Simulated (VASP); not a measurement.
## CdSe: single point with PBE

Crystal: CdSe.

```
Cd Se
1.0
     0.00000    2.94219    2.94219
     2.94219    0.00000    2.94219
     2.94219    2.94219    0.00000
Cd Se
1 1
Direct
  0.00000 0.00000 0.00000
  0.75000 0.75000 0.75000
```

| Quantity | Value |
| --- | --- |
| Program | VASP 6.6.1 |
| Task | single point |
| Functional | PBE |
| Potentials or basis | VASP PAW PBE potentials, release 64 (Cd, Se) |
| Cutoff | 520 eV |
| k mesh | 6 × 6 × 6 |
| Occupations | gaussian, width 0.01 eV |
| Spin | no spin polarisation |

- Pressure: 10.5 GPa
- Band gap on the k mesh: 0.81 eV, direct

Levels at points of the mesh, in eV from the valence-band top:
```tsv
k point	band 5	band 6	band 7	band 8	band 9	band 10	band 11	band 12	band 13	band 14
(0.00, 0.00, 0.00)	-7.84	-7.84	0.00	0.00	0.00	0.81	5.91	5.91	5.91	10.18
(0.50, 0.00, 0.00)	-7.81	-7.47	-5.02	-0.90	-0.90	2.51	6.44	6.44	7.67	10.36
(0.50, 0.50, 0.00)	-7.77	-7.39	-4.56	-2.22	-2.22	2.93	3.81	9.62	10.81	10.81
```

Wall time 12 s on 1 thread of Intel(R) Xeon(R) Platinum 8259CL CPU @ 2.50GHz (Skylake/Cascade Lake), with other jobs on the host, peak memory 0.18 GiB.

As with any semilocal functional, this PBE gap is likely too small.
